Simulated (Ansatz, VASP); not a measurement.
# Os in VASP and in Ansatz

```
Os
1.0
     0.00000    1.91871    1.91871
     1.91871    0.00000    1.91871
     1.91871    1.91871    0.00000
Os
1
Direct
  0.00000 0.00000 0.00000
```

Change from the starting cell: volume scaled by 0.96.

Alike in both runs: task single point; functional SVWN5; k mesh 12 × 12 × 12; occupations methfessel-paxton of order 1, width 0.05 eV; collinear spin.

```csv
,VASP,Ansatz
version,VASP 6.6.1,Ansatz 0.2.0
potentials or method,"VASP PAW PBE potentials, release 64 (Os), cutoff 520 eV","all-electron LAPW, point nuclei"
```

```csv
,VASP,Ansatz,Ansatz less VASP
gap on the k mesh at the Fermi level (eV),none,none,-
pressure (GPa),-10.7,-12.0,-1.39
net moment per atom (μB),0.02,0.00,-0.024
```

VASP's potentials were made for PBE, not for SVWN5. A gap of «none» marks a metal or a gap that the smearing closes. Ansatz ran all-electron here, and VASP with PAW potentials.

Spin-orbit coupling is off throughout.
